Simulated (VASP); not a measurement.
Here is a VASP 6.6.1 calculation.

File INCAR:

```
SYSTEM = Zn3Se2
  ALGO = Normal
  EDIFF = 1E-6
  ENCUT = 520
  GGA = PE
  ISIF = 2
  ISMEAR = 0
  LASPH = .True.
  LCHARG = .True.
  LELF = .True.
  LREAL = .False.
  LVHAR = .True.
  LWAVE = .False.
  NBANDS = 32
  NELM = 100
  PREC = Accurate
  SIGMA = 0.1
```

File KPOINTS:

```
k-points
0
Gamma
  6 6 4
  0 0 0
```

File POSCAR:

```
Zn3Se2
1.0
    4.0927799119      0.0000000000      0.0000000000
   -2.0463899559      3.5444513758      0.0000000000
    0.0000000000      0.0000000000      6.3677007258
Zn Se
3 2
Direct
    0.0000000000      0.0000000000      0.0000000000
    0.3333333333      0.6666666667      0.6450000000
    0.6666666667      0.3333333333      0.3550000000
    0.3333333333      0.6666666667      0.2450000000
    0.6666666667      0.3333333333      0.7550000000
```

Potentials or basis: VASP PAW PBE potentials, release 64 (Zn, Se).

Command:

```sh
$ cat potpaw_PBE.64/Zn/POTCAR potpaw_PBE.64/Se/POTCAR > POTCAR
$ mpirun -np 1 vasp_std > vasp.out
```

(1) Estimate the band gap on the k mesh.

(2) What does it give for the largest force?

Answers

(1) zero (bands 24 and 25 overlap by 1.85 eV).

(2) 0.467 eV/Å.
